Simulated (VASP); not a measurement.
Wanted: the native input for a VASP 6.6.1 run.

* Task: single point
* Functional: LDA
* Potentials or basis: VASP PAW LDA potentials, release 64 (Sc_sv, Zn)
* Cutoff: 520 eV
* k mesh: 6 × 6 × 6
* Occupations: gaussian, width 0.15 eV
* Spin: no spin polarisation
* Dipole correction: no
* Further INCAR settings: ALGO = Normal; EDIFF = 1e-07; NBANDS = 32

The structure of ScZn3 lies in POSCAR:

```
ScZn3
1.0
    0.0000000000      3.1841990189      3.1841990189
    3.1841990189      0.0000000000      3.1841990189
    3.1841990189      3.1841990189      0.0000000000
Sc Zn
1 3
Direct
    0.0000000000      0.0000000000      0.0000000000
    0.2500000000      0.2500000000      0.2500000000
    0.7500000000      0.7500000000      0.7500000000
    0.5000000000      0.5000000000      0.5000000000
```

One way to write it, as run:

INCAR

```
SYSTEM = ScZn3
  PREC = Accurate
  ENCUT = 520
  EDIFF = 1E-7
  ISMEAR = 0
  SIGMA = 0.15
  LREAL = .False.
  LASPH = .True.
  NELM = 60
  ALGO = Normal
  ISIF = 2
  LWAVE = .False.
  LCHARG = .False.
  GGA = CA
  NBANDS = 32
```

KPOINTS

```
regular mesh
0
Gamma
  6 6 6
  0 0 0
```

Potentials or basis: VASP PAW LDA potentials, release 64 (Sc_sv, Zn).

Run with:

```console
$ cat potpaw_LDA.64/Sc_sv/POTCAR potpaw_LDA.64/Zn/POTCAR > POTCAR
$ mpirun -np 1 vasp_std > vasp.out
```

Results of the run:

```json
{
  "Pressure": "-7.6 GPa"
}
```

It took 44 s on 1 thread of Intel(R) Xeon(R) Platinum 8375C CPU @ 2.90GHz (Ice Lake) (shared host), peak memory 0.18 GiB.
